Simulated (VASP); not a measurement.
Runs of VASP 6.6.1 on MoS. The structure is that of space group P6_3/mmc (No. 194), or close to it. The cells are those of the table. 

| task | level | potentials or basis | cell | cutoff (eV) | gap on the mesh (eV) | pressure (GPa) | moment (μB) |
| --- | --- | --- | --- | --- | --- | --- | --- |
| relaxation of shape and atoms at fixed volume | PBE | VASP PAW PBE potentials, release 64 (Mo_sv, S) | relaxed from a = 3.799, b = 3.799, c = 5.257 Å, angles 90.0, 90.0, 120.0°, 4 atoms | 600 | none | -5.9 | 0.00 |
| relaxation of shape and atoms at fixed volume | PBE | VASP PAW PBE potentials, release 64 (Mo_sv, S) | relaxed from a = 3.655, b = 3.655, c = 5.160 Å, angles 90.0, 90.0, 120.0°, 4 atoms | 600 | none | 10.8 | 0.00 |
| single point | PBE | VASP PAW PBE potentials, release 64 (Mo_sv, S) | a = 3.807, b = 3.807, c = 5.234 Å, angles 90.0, 90.0, 120.0°, 4 atoms | 520 | none | -5.8 | 0.00 |
| single point | PBE | VASP PAW PBE potentials, release 64 (Mo_sv, S) | a = 3.774, b = 3.774, c = 5.223 Å, angles 90.0, 90.0, 120.0°, 4 atoms | 520 | none | -3.0 | 0.00 |
| single point | LDA | VASP PAW LDA potentials, release 64 (Mo_sv, S) | a = 3.742, b = 3.742, c = 5.211 Å, angles 90.0, 90.0, 120.0°, 4 atoms | 520 | none | -9.2 | 0.00 |
| relaxation of cell and atoms | PBE | VASP PAW PBE potentials, release 64 (Mo_sv, S) | relaxed from a = 3.767, b = 3.767, c = 5.250 Å, angles 90.0, 90.0, 120.0°, 4 atoms | 500 | none | 0.0 | 0.00 |
| single point | PBEsol | VASP PAW PBE potentials, release 64 (Mo_sv, S) | a = 3.742, b = 3.742, c = 5.211 Å, angles 90.0, 90.0, 120.0°, 4 atoms | 520 | none | (a) | 0.00 |
| relaxation of shape and atoms at fixed volume | PBE | VASP PAW PBE potentials, release 64 (Mo_sv, S) | relaxed from a = 3.683, b = 3.683, c = 5.163 Å, angles 90.0, 90.0, 120.0°, 4 atoms | 600 | none | 7.5 | 0.00 |

Alike in all rows: spin collinear; k mesh 10 × 10 × 6; smearing gaussian 0.05 eV.

Question: Fill in the values left out.

Answer: (a) -6.2.

Caveats: the cell stands under tension (at least some runs); the PAW data sets were made with another functional, which shifts forces and pressure a little (at least some runs).

A k mesh can miss the band edges, and the runs leave out spin-orbit coupling on Mo.

A gap of «none» marks levels without a gap at the run's occupations.
